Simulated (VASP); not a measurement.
# Cd3TeSe2 (I4/mmm) in VASP: notebook

Cd3TeSe2 is run at these levels: PBE; tasks: single point, relaxation of cell and atoms.

All numbers are computed with VASP 6.6.1; they aren't measurements. Logs are shortened: lines on timing, memory, paths and dates and some standing lists are left out, and cuts for length are marked.

### 1 The cell of the first run

It takes space group I4/mmm (No. 139, tetragonal). The conventional cell has a = 6.382 Å, b = 6.382 Å, c = 9.066 Å, α = 90.00°, β = 90.00°, γ = 90.00°. Cd (site symmetry 4mm) has 1 Te at 2.08 Å and 1 Cd at 2.46 Å within 2.8 Å. Cd (site symmetry 4/mmm) has 2 Cd at 2.46 Å within 3.2 Å. Te (site symmetry 4/mmm) has 2 Cd at 2.08 Å within 2.8 Å. Se (site symmetry -4m2) has 8 Cd at 3.20 to 3.91 Å and 4 Te at 3.91 Å within 4.2 Å.

The cell was generated, and may not be a known phase.

### 2 Single point, PBE

File INCAR:

```
ALGO = Normal
EDIFF = 1E-6
ENCUT = 520
GGA = PE
ISIF = 2
ISMEAR = 0
LASPH = True
LCHARG = False
LREAL = False
LWAVE = False
NBANDS = 36
NELM = 80
PREC = Accurate
SIGMA = 0.1
```

File KPOINTS:

```
k-points
0
Gamma
  4 4 4
```

File POSCAR:

```
Cd3TeSe2
1.0
   -3.1907779200      3.1907779200      4.5330984700
    3.1907779200     -3.1907779200      4.5330984700
    3.1907779200      3.1907779200     -4.5330984700
Cd Te Se
3 1 2
Direct
    0.7290989500      0.7290989500      0.0000000000
    0.2709010500      0.2709010500      0.0000000000
    0.0000000000      0.0000000000      0.0000000000
    0.5000000000      0.5000000000      0.0000000000
    0.7500000000      0.2500000000      0.5000000000
    0.2500000000      0.7500000000      0.5000000000
```

Potentials or basis: VASP PAW PBE potentials, release 64 (Cd, Te, Se).

Run with:

```sh
$ cat potpaw_PBE.64/Cd/POTCAR potpaw_PBE.64/Te/POTCAR potpaw_PBE.64/Se/POTCAR > POTCAR
$ mpirun -np 1 vasp_std > vasp.out
```

OUTCAR:

```text
EDIFF = 1E-6
   ENCUT = 520
   GGA = PE
   ISIF = 2
   ISMEAR = 0
   LASPH = True
   LREAL = False
   NELM = 80
   PREC = Accurate

 ion  position               nearest neighbor table
   1  0.729  0.729  0.000-   4 2.08   3 2.46   6 3.20   5 3.20   5 3.20   6 3.20
   2  0.271  0.271  0.000-   4 2.08   3 2.46   5 3.20   6 3.20   6 3.20   5 3.20
   3  0.000  0.000  0.000-   1 2.46   2 2.46
   4  0.500  0.500  0.000-   1 2.08   2 2.08
   5  0.750  0.250  0.500-   2 3.20   1 3.20   2 3.20   1 3.20
   6  0.250  0.750  0.500-   2 3.20   1 3.20   2 3.20   1 3.20

  LATTYP: Found a body centered tetragonal cell.
 ALAT       =     6.3815558400
 C/A-ratio  =     1.4206875513

  Lattice vectors:

 A1 = (  -3.1907779200,   3.1907779200,   4.5330984700)
 A2 = (   3.1907779200,  -3.1907779200,   4.5330984700)
 A3 = (   3.1907779200,   3.1907779200,  -4.5330984700)

Analysis of symmetry for initial positions (statically):
=====================================================================
 Subroutine PRICEL returns:
 Original cell was already a primitive cell.

 Routine SETGRP: Setting up the symmetry group for a
 body centered tetragonal supercell.

 Subroutine GETGRP returns: Found 16 space group operations
 (whereof 16 operations were pure point group operations)
 out of a pool of 16 trial point group operations.

The static configuration has the point symmetry D_4h.

Analysis of symmetry for dynamics (positions and initial velocities):
=====================================================================
 Subroutine PRICEL returns:
 Original cell was already a primitive cell.

 Routine SETGRP: Setting up the symmetry group for a
 body centered tetragonal supercell.

 Subroutine GETGRP returns: Found 16 space group operations
 (whereof 16 operations were pure point group operations)
 out of a pool of 16 trial point group operations.

The dynamic configuration has the point symmetry D_4h.

 Subroutine INISYM returns: Found 16 space group operations
 (whereof 16 operations are pure point group operations),
 and found     1 'primitive' translations

----------------------------------------------------------------------------------------

                                     Primitive cell

  volume of cell :     184.6071

  direct lattice vectors                    reciprocal lattice vectors
    -3.190777920  3.190777920  4.533098470     0.000000000  0.156701598  0.110299832
     3.190777920 -3.190777920  4.533098470     0.156701598  0.000000000  0.110299832
     3.190777920  3.190777920 -4.533098470     0.156701598  0.156701598  0.000000000

  length of vectors
     6.396179266  6.396179266  6.396179266     0.191628400  0.191628400  0.221609526

  position of ions in fractional coordinates (direct lattice)
     0.729098950  0.729098950  0.000000000
     0.270901050  0.270901050  0.000000000
     0.000000000  0.000000000  0.000000000
     0.500000000  0.500000000  0.000000000
     0.750000000  0.250000000  0.500000000
     0.250000000  0.750000000  0.500000000

  ion indices of the primitive-cell ions
   primitive index   ion index
                 1           1
                 2           2
                 3           3
                 4           4
                 5           5
                 6           6

----------------------------------------------------------------------------------------

 KPOINTS: k-points

Automatic generation of k-mesh.
 Grid dimensions read from file:
 generate k-points for:    4    4    4

 Generating k-lattice:

  Cartesian coordinates                     Fractional coordinates (reciprocal lattice)
     0.000000000  0.039175400  0.027574958     0.250000000 -0.000000000  0.000000000
     0.039175400  0.000000000  0.027574958    -0.000000000  0.250000000  0.000000000
     0.039175400  0.039175400  0.000000000     0.000000000  0.000000000  0.250000000

  Length of vectors
     0.047907100  0.047907100  0.055402381

  Shift w.r.t. Gamma in fractional coordinates (k-lattice)
     0.000000000  0.000000000  0.000000000

 Subroutine IBZKPT returns following result:
 ===========================================

 Found     13 irreducible k-points:

 Following reciprocal coordinates:
            Coordinates               Weight
  0.000000  0.000000  0.000000      1.000000
  0.250000 -0.000000  0.000000      8.000000
  0.500000 -0.000000  0.000000      4.000000
  0.250000  0.250000  0.000000      8.000000
  0.500000  0.250000  0.000000     16.000000
 -0.250000  0.250000  0.000000      4.000000
  0.500000  0.500000  0.000000      2.000000
  0.250000  0.250000  0.250000      2.000000
 -0.250000  0.250000  0.250000      4.000000
  0.500000  0.500000  0.250000      4.000000
 -0.250000  0.500000  0.250000      8.000000
 -0.250000 -0.250000  0.250000      2.000000
  0.500000  0.500000  0.500000      1.000000
   k-points           NKPTS =     13   k-points in BZ     NKDIM =     13   number of bands    NBANDS=     36
   number of dos      NEDOS =    301   number of ions     NIONS =      6
   total plane-waves  NPLWV = 110592
   dimension x,y,z NGX =    48 NGY =   48 NGZ =   48
   dimension x,y,z NGXF=    96 NGYF=   96 NGZF=   96
   ions per type =               3   1   2
   NGX,Y,Z   is equivalent  to a cutoff of  12.48, 12.48, 12.48 a.u.
   NGXF,Y,Z  is equivalent  to a cutoff of  24.95, 24.95, 24.95 a.u.
 SYSTEM =  unknown system
   PREC   = accura    normal or accurate (medium, high low for compatibility)
   ISTART =      0    job   : 0-new  1-cont  2-samecut
   ICHARG =      2    charge: 1-file 2-atom 10-const
   ISPIN  =      1    spin polarized calculation?
   LNONCOLLINEAR =      F non collinear calculations
   LSORBIT =      F    spin-orbit coupling
   LASPH  =      T    aspherical Exc in radial PAW
   ENCUT  =  520.0 eV  38.22 Ry    6.18 a.u.  11.89 11.89 11.89*2*pi/ulx,y,z
   NELM   =     80;   NELMIN=  2; NELMDL= -5     # of ELM steps
   EDIFF  = 0.1E-05   stopping-criterion for ELM
   LREAL  =      F    real-space projection
   EDIFFG = 0.1E-04   stopping-criterion for IOM
   NSW    =      0    number of steps for IOM
   IBRION =     -1    ionic relax: 0-MD 1-quasi-New 2-CG
   NFREE  =      0    steps in history (QN), initial steepest desc. (CG)
   ISIF   =      2    stress and relaxation
   ISYM   =      2    0-nonsym 1-usesym 2-fastsym
   POTIM  = 0.5000    time-step for ionic-motion
   TEBEG  =    0.0;   TEEND  =   0.0 temperature during run
   PSTRESS=    0.0 pullay stress
   NELECT =      54.0000    total number of electrons
   NUPDOWN=      -1.0000    fix difference up-down
   EMIN   =  10.00;   EMAX   =-10.00  energy-range for DOS
   EFERMI =   0.00;   METHOD = LEGACY
   ISMEAR =     0;   SIGMA  =   0.10  broadening in eV -4-tet -1-fermi 0-gaus
   EFERMI_NEDOS =   21; number of points for ismear=-14 and -15
   IALGO  =     38    algorithm
   IMIX   =      4    mixing-type and parameters
     AMIX     =   0.40;   BMIX     =  1.00
     AMIX_MAG =   1.60;   BMIX_MAG =  1.00
  volume/ion in A,a.u.               =      30.77       207.63
  Fermi-wavevector in a.u.,A,eV,Ry     =   1.086734  2.053630 16.068360  1.180991
  Thomas-Fermi vector in A             =   2.222878
   LORBIT       =      0    0 simple, 1 ext, 2 COOP (PROOUT), +10 PAW based schemes
   GGA     = PE    functional components
   LHFCALC =     F    Hartree Fock is set to
   AEXX    =    0.0000 exact exchange contribution
   IVDW    =     0    specifies the selected vdW correction
   LEPSILON=     F    determine dielectric tensor
   LRPA    =     F    only Hartree local field effects (RPA)
 non-spin polarized calculation
 Gauss-broadening in eV      SIGMA  =   0.10
  energy-cutoff  :      520.00
  volume of cell :      184.61
 maximum number of plane-waves:      5000
   NGX = 23   NGY = 23   NGZ = 23

 number of electron      53.9999980 magnetization

 Free energy of the ion-electron system (eV)
  ---------------------------------------------------
  ext. energy  EPLUGINS =         0.00000000
  ---------------------------------------------------
  free energy    TOTEN  =        -3.44406797 eV

  energy without entropy =       -3.40084085  energy(sigma->0) =       -3.42245441

 E-fermi :   1.3368     XC(G=0):  -8.8168

 val. band max:        1.3129391152   @ k =  -0.2500  -0.2500   0.2500
 cond. band min:       1.3389318330   @ k =   0.5000  -0.0000   0.0000
 fundamental gap:      0.0259927179
 Fermi energy:         1.3368019331

 k-point     1 :       0.0000    0.0000    0.0000
  band No.  band energies     occupation
      1     -12.0382      2.00000
      2     -10.3058      2.00000
      3     -10.0731      2.00000
      4      -9.5930      2.00000
      5      -8.4007      2.00000
      6      -8.4007      2.00000
[... 28 lines left out ...]
     35       7.8591      0.00000
     36       8.1707      0.00000

 k-point     2 :       0.2500   -0.0000    0.0000
  band No.  band energies     occupation
      1     -11.9771      2.00000
      2     -10.2532      2.00000
      3     -10.0841      2.00000
      4      -9.8532      2.00000
      5      -8.5250      2.00000
      6      -8.5238      2.00000
[... 28 lines left out ...]
     35       7.6151      0.00000
     36       8.6723      0.00000

 k-point     3 :       0.5000   -0.0000    0.0000
  band No.  band energies     occupation
      1     -11.9090      2.00000
      2     -10.1554      2.00000
      3     -10.1390      2.00000
      4     -10.0673      2.00000
      5      -8.5814      2.00000
      6      -8.5783      2.00000
[... 28 lines left out ...]
     35       8.1956      0.00000
     36       8.2327      0.00000

 k-point     4 :       0.2500    0.2500    0.0000
  band No.  band energies     occupation
      1     -11.9094      2.00000
      2     -10.1912      2.00000
      3     -10.1021      2.00000
      4     -10.0673      2.00000
      5      -8.5800      2.00000
      6      -8.5799      2.00000
[... 28 lines left out ...]
     35       7.7152      0.00000
     36       7.8924      0.00000

 k-point     5 :       0.5000    0.2500    0.0000
  band No.  band energies     occupation
      1     -11.9541      2.00000
      2     -10.1480      2.00000
      3     -10.0980      2.00000
      4      -9.8561      2.00000
      5      -8.5261      2.00000
      6      -8.5221      2.00000
[... 28 lines left out ...]
     35       7.5114      0.00000
     36       8.2901      0.00000

 k-point     6 :      -0.2500    0.2500    0.0000
  band No.  band energies     occupation
      1     -12.0159      2.00000
      2     -10.2251      2.00000
      3     -10.0672      2.00000
      4      -9.5941      2.00000
      5      -8.4056      2.00000
      6      -8.3872      2.00000
[... 28 lines left out ...]
     35       7.5982      0.00000
     36       8.4943      0.00000

 k-point     7 :       0.5000    0.5000    0.0000
  band No.  band energies     occupation
      1     -11.9943      2.00000
      2     -10.1336      2.00000
      3     -10.0612      2.00000
      4      -9.5951      2.00000
      5      -8.4104      2.00000
      6      -8.3727      2.00000
[... 28 lines left out ...]
     35       7.0497      0.00000
     36       8.0000      0.00000

 k-point     8 :       0.2500    0.2500    0.2500
  band No.  band energies     occupation
      1     -11.8994      2.00000
      2     -10.0974      2.00000
      3     -10.0974      2.00000
      4     -10.0674      2.00000
      5      -8.5816      2.00000
      6      -8.5816      2.00000
[... 28 lines left out ...]
     35       7.7570      0.00000
     36       7.8252      0.00000

 k-point     9 :      -0.2500    0.2500    0.2500
  band No.  band energies     occupation
      1     -12.0035      2.00000
      2     -10.1817      2.00000
      3     -10.1134      2.00000
      4      -9.5928      2.00000
      5      -8.3925      2.00000
      6      -8.3885      2.00000
[... 28 lines left out ...]
     35       7.6312      0.00000
     36       8.8590      0.00000

 k-point    10 :       0.5000    0.5000    0.2500
  band No.  band energies     occupation
      1     -11.9916      2.00000
      2     -10.1589      2.00000
      3     -10.1366      2.00000
      4      -9.5919      2.00000
      5      -8.3938      2.00000
      6      -8.3745      2.00000
[... 28 lines left out ...]
     35       7.8077      0.00000
     36       8.5789      0.00000

 k-point    11 :      -0.2500    0.5000    0.2500
  band No.  band energies     occupation
      1     -11.9510      2.00000
      2     -10.2111      2.00000
      3     -10.1320      2.00000
      4      -9.8574      2.00000
      5      -8.5219      2.00000
      6      -8.5207      2.00000
[... 28 lines left out ...]
     35       8.1058      0.00000
     36       8.1340      0.00000

 k-point    12 :      -0.2500   -0.2500    0.2500
  band No.  band energies     occupation
      1     -11.9202      2.00000
      2     -10.2763      2.00000
      3     -10.1066      2.00000
      4     -10.0673      2.00000
      5      -8.5784      2.00000
      6      -8.5784      2.00000
[... 28 lines left out ...]
     35       7.6574      0.00000
     36       8.6481      0.00000

 k-point    13 :       0.5000    0.5000    0.5000
  band No.  band energies     occupation
      1     -11.9891      2.00000
      2     -10.2494      2.00000
      3     -10.1395      2.00000
      4      -9.5901      2.00000
      5      -8.3762      2.00000
      6      -8.3762      2.00000
[... 28 lines left out ...]
     35       7.4958      0.00000
     36       7.6511      0.00000

------------------------ aborting loop because EDIFF is reached ----------------------------------------

  FORCE on cell =-STRESS in cart. coord.  units (eV):
  Direction    XX          YY          ZZ          XY          YZ          ZX
  --------------------------------------------------------------------------------------
  -------------------------------------------------------------------------------------
  Total       -5.5608092     -5.5608092     73.6451631      0.0000000      0.0000000      0.0000000
  in kB      -48.2614400    -48.2614400    639.1554705      0.0000000      0.0000000      0.0000000
  external PRESSURE =     180.8775301 kB  Pullay stress =       0.0000000 kB

 VOLUME and BASIS-vectors are now :
 -----------------------------------------------------------------------------
  energy-cutoff  :      520.00
  volume of cell :      184.61
      direct lattice vectors                 reciprocal lattice vectors
    -3.190777920  3.190777920  4.533098470     0.000000000  0.156701598  0.110299832
     3.190777920 -3.190777920  4.533098470     0.156701598  0.000000000  0.110299832
     3.190777920  3.190777920 -4.533098470     0.156701598  0.156701598  0.000000000

 POSITION                                       TOTAL-FORCE (eV/Angst)
 -----------------------------------------------------------------------------------
      0.00000      0.00000      6.61015         0.000000      0.000000     12.188996
      0.00000      0.00000      2.45604        -0.000000     -0.000000    -12.188996
      0.00000      0.00000      0.00000        -0.000000     -0.000000     -0.000000
      0.00000      0.00000      4.53310        -0.000000     -0.000000     -0.000000
      0.00000      3.19078      2.26655        -0.000000     -0.000000     -0.000000
      3.19078      0.00000      2.26655        -0.000000     -0.000000     -0.000000
 -----------------------------------------------------------------------------------
    total drift:                                0.000000      0.000000     -0.000000

  FREE ENERGIE OF THE ION-ELECTRON SYSTEM (eV)
  ---------------------------------------------------
  free  energy   TOTEN  =        -3.4440679686 eV

  energy  without entropy=       -3.4008408484  energy(sigma->0) =       -3.42245441
```

It took 1.9 min on 1 thread of AMD EPYC 9R14 (Zen 4), shared host; peak memory 0.33 GiB.

What came out:

```
Free energy            : -3.4441 eV
Pressure               : 18.1 GPa
Largest force          : 12.189 eV/Å
Band gap on the k mesh : zero (bands 27 and 28 overlap by 0.40 eV)
```

Forces in eV/Å, atoms in the order of the input:
```
Cd    0.000   0.000  12.189
Cd    0.000   0.000 -12.189
Cd    0.000   0.000   0.000
Te    0.000   0.000   0.000
Se    0.000   0.000   0.000
Se    0.000   0.000   0.000
```

Stress tensor (GPa, compression positive):
```
-4.83  0.00  0.00
 0.00 -4.83  0.00
 0.00  0.00 63.92
```

Caveat: the stress differs along the axes, from -5 to 64 GPa; semilocal functionals underestimate gaps, and a narrow one can read as zero; spin-orbit coupling is left out, which moves the levels of the heavy elements; forces of over 1 eV/Å act on the atoms, so gaps and moduli don't describe the material at rest.

(Part 1 of 3 ends here.)

The gap in the log of VASP goes by the Fermi energy; the results here count the filled bands.